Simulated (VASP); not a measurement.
YZn, 2 atoms in the cell. The structure is tetragonal, space group I4mm (No. 107). The conventional cell has a = 4.190 Å, b = 4.190 Å, c = 5.926 Å, α = 90.00°, β = 90.00°, γ = 90.00°. Y (site symmetry 4mm) has 6 Zn at 2.88 to 3.05 Å within 3.8 Å. Within 3.8 Å of Zn (site symmetry 4mm) lie 6 Y at 2.88 to 3.05 Å.  This cell differs from its parent crystal: all Zn atoms moved +0.087 Å, as atom 2 along Cartesian [0 0 1].

- Program: VASP 6.6.1
- Task: single point
- Functional: PBEsol
- Potentials or basis: VASP PAW PBE potentials, release 64 (Y_sv, Zn)
- Cutoff: 520 eV
- k mesh: 14 × 14 × 14
- Occupations: gaussian, width 0.15 eV
- Spin: no spin polarisation
- Dipole correction: no
- Further INCAR settings: ALGO = Fast; EDIFF = 1e-06; NBANDS = 18

Potentials or basis: VASP PAW PBE potentials, release 64 (Y_sv, Zn).

Launch:

```console
$ cat potpaw_PBE.64/Y_sv/POTCAR potpaw_PBE.64/Zn/POTCAR > POTCAR
$ mpirun -np 1 vasp_std > vasp.out
```

Hardware: 1 thread of Intel(R) Xeon(R) Platinum 8259CL CPU @ 2.50GHz (Skylake/Cascade Lake) (shared host).

Q: Estimate the wall time of this run.

A: It took 3.3 min on 1 thread of Intel(R) Xeon(R) Platinum 8259CL CPU @ 2.50GHz (Skylake/Cascade Lake), with other jobs on the host, peak memory 0.4 GiB. Counts: scf iterations 19, k points 244.
